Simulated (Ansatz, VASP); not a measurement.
# Two plane-wave programs on Ni

```
Ni
1.0
     2.40569    0.00000    0.00000
    -1.20285    2.08339    0.00000
     0.00000    0.00000    2.26135
Ni
1
Cartesian
  0.0000 0.0000 0.0000
```

Alike in both runs: task relaxation of cell and atoms; functional PBE; k mesh 18 × 18 × 17; occupations fermi-dirac, width 0.1 eV; collinear spin.

|  | VASP | Ansatz |
| --- | --- | --- |
| version | VASP 6.6.1 | Ansatz 0.2.0 |
| potentials or method | VASP PAW PBE potentials, release 64 (Ni) | PAW with Ansatz's default frozen-core files, scalar-relativistic |
| plane-wave cutoff (eV) | 600 | 420 |
| valence electrons in the cell | 10 | 18 |

```tsv
	VASP	Ansatz	Ansatz less VASP
net moment per atom (μB)	0.48	0.51	+0.030
size of the moment on the site where the two differ most (μB)	0.48	0.53	+0.048
relaxed volume (Å³/atom)	11.84	11.86	+0.021
relaxed cell length with the largest relative difference (Å)	2.348	2.352	+0.0032
```

Site moments also hang on the region over which each program counts them. VASP's potentials hold 10 valence electrons a cell and Ansatz's 18, so a difference there can come from the potentials and not from the codes.
